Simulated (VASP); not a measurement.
Write the native input for VASP 6.6.1 that does the following.

```yaml
Task: single point
Functional: PBE
Potentials_or_basis: VASP PAW PBE potentials, release 64 (Nb_sv)
Cutoff: 520 eV
k_mesh: 9 × 9 × 1
Occupations: fermi-dirac, width 0.1 eV
Spin: no spin polarisation
Dipole_correction: yes
Further_INCAR_settings: ALGO = Normal; EDIFF = 1e-06; NBANDS = 40
```

The structure of Nb lies in POSCAR:

```
Nb
1.0
    2.8820459413      0.0000000000      0.0000000000
   -0.9606819804      2.7172189717      0.0000000000
    0.0000000000      0.0000000000     24.4127226284
Nb
5
Direct
    0.5000000000      0.5000000000      0.3072168604
    0.0000000000      0.0000000000      0.4036084302
    0.5000000000      0.5000000000      0.5000000000
    0.0000000000      0.0000000000      0.5963915698
    0.5000000000      0.5000000000      0.6927831396
```

These files were run (other wordings do the same):

INCAR

```
SYSTEM = Nb
ALGO = Normal
DIPOL = 0.5 0.5 0.500
EDIFF = 1E-6
ENCUT = 520
GGA = PE
IDIPOL = 3
ISIF = 2
ISMEAR = -1
LASPH = .True.
LCHARG = .True.
LDIPOL = .True.
LELF = .True.
LREAL = .False.
LVACPOTAV = .True.
LVHAR = .True.
LWAVE = .False.
NBANDS = 40
NELM = 60
PREC = Accurate
SIGMA = 0.1
```

KPOINTS

```
k-points
0
Gamma
  9 9 1
  0 0 0
```

Potentials or basis: VASP PAW PBE potentials, release 64 (Nb_sv).

The run is started by

```bash
$ cat potpaw_PBE.64/Nb_sv/POTCAR > POTCAR
$ mpirun -np 1 vasp_std > vasp.out
```

Results of the run:

- Largest force: 0.503 eV/Å

Wall time 3.8 min on 1 thread of Intel(R) Xeon(R) Platinum 8488C (Sapphire Rapids) (shared host), peak memory 0.39 GiB.
